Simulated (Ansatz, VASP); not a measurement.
**One calculation of MgO, two programs**

The input INCAR:

```
PREC = Accurate ; ENCUT = 520
EDIFF = 1E-6 ; ISMEAR = 0
SIGMA = 0.05 ; LREAL = False
LASPH = True ; NELM = 60
ALGO = Normal ; ISIF = 2
LWAVE = False ; LCHARG = True
GGA = PE ; LELF = True
LVHAR = True ; NBANDS = 11
```

The input KPOINTS:

```
regular mesh
0
Gamma
  12 12 10
```

The input POSCAR:

```
MgO
1.0
    3.0205204879      0.0000000000      0.0000000000
   -1.5102602440      2.6158474752      0.0000000000
    0.0000000000      0.0000000000      2.5348886271
Mg O
1 1
Direct
    0.0000000000      0.0000000000      0.0000000000
    0.3333333333      0.6666666667      0.5000000000
```

Input for Ansatz:

```yaml
crystal:
  lattice:
    - [3.0205204879, 0.0, 0.0]
    - [-1.510260244, 2.6158474752, 0.0]
    - [0.0, 0.0, 2.5348886271]
  atoms:
    - { symbol: Mg, position: [0.0, 0.0, 0.0] }
    - { symbol: O, position: [0.3333333333, 0.6666666667, 0.5] }
basis:
  ecutwfc: 420
kpoints:
  mp_grid: { grid: [12, 12, 10] }
hamiltonian:
  xc: pbe
scf:
  occupations: { method: gaussian, width: 0.05 }
output:
  forces: true
  stress: true
  eigenvalues: true
```

Alike in both runs: task single point; functional PBE; k mesh 12 × 12 × 10; occupations gaussian, width 0.05 eV; no spin polarisation.

|  | VASP | Ansatz |
| --- | --- | --- |
| version | VASP 6.6.1 | Ansatz 0.2.0 |
| potentials or method | VASP PAW PBE potentials, release 64 (Mg, O), cutoff 520 eV | scalar-relativistic, plane waves, PAW |
| valence electrons in the cell | 8 | 16 |

Ansatz gave:

- gap on the k mesh at the Fermi level (eV): 2.33
- least direct gap on the mesh (eV): 2.60
- pressure (GPa): 2.6
- traceless stress, the component that is largest in VASP (GPa): 29.89

Q: Which values does VASP return?

A: gap on the k mesh at the Fermi level (eV): 2.31; least direct gap on the mesh (eV): 2.58; pressure (GPa): 2.0; traceless stress, the component that is largest in VASP (GPa): 29.98.

The functional is the same, so the differences come from potentials, cutoffs and numerics. VASP's potentials hold 8 valence electrons a cell and Ansatz's 16, so a difference there can come from the potentials and not from the codes.
